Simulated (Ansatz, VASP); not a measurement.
**One calculation of PbS, two programs**

File INCAR:

```
SYSTEM = PbS
  PREC = Accurate
  ENCUT = 520
  EDIFF = 1E-6
  ISMEAR = -1
  SIGMA = 0.05
  LREAL = .FALSE.
  LASPH = .TRUE.
  NELM = 100
  ALGO = Normal
  ISIF = 2
  LWAVE = .FALSE.
  LCHARG = .FALSE.
  GGA = CA
  NBANDS = 17
```

Contents of KPOINTS:

```
Automatic mesh
0
G
  6 6 6
  0 0 0
```

Contents of POSCAR:

```
PbS
1.0
    4.0203676911      0.0000000000      0.0000000000
   -2.0101838456      3.4817401974      0.0000000000
    0.0000000000      0.0000000000      3.7239483735
Pb S
1 1
Direct
    0.0000000000      0.0000000000      0.0000000000
    0.6666666667      0.3333333333      0.5000000000
```

Input for Ansatz:

```yaml
crystal:
  lattice:
    - [4.020367691123582, 0.0, 0.0]
    - [-2.010183845561791, 3.481740197394297, 0.0]
    - [0.0, 0.0, 3.7239483735426298]
  atoms:
    - { symbol: Pb, position: [0.0, 0.0, 0.0] }
    - { symbol: S, position: [0.6666666666666666, 0.3333333333333333, 0.5] }
basis:
  ecutwfc: 500.0
kpoints:
  mp_grid:
    grid: [6, 6, 6]
hamiltonian:
  xc: lda
scf:
  occupations:
    method: fermi_dirac
    width: 0.05
output:
  stress: true
```

Alike in both runs: task single point; functional LDA; k mesh 6 × 6 × 6; occupations fermi-dirac, width 0.05 eV; no spin polarisation.

|  | VASP | Ansatz |
| --- | --- | --- |
| version | VASP 6.6.1 | Ansatz 0.2.0 |
| potentials or method | VASP PAW LDA potentials, release 64 (Pb_d, S), cutoff 520 eV | plane waves, PAW |
| valence electrons in the cell | 20 | 20 |

VASP gave:

| Property | Result |
| --- | --- |
| pressure (GPa) | -2.0 |
| traceless stress, the component that is largest in VASP (GPa) | 0.39 |

**Question.** Estimate Ansatz's values.

**Answer.** Pressure (GPa): -2.0; traceless stress, the component that is largest in VASP (GPa): 0.35.

LDA's correlation is that of Perdew and Zunger in VASP and of Perdew and Wang (1992) in Ansatz.

Neither program's run includes spin-orbit coupling.
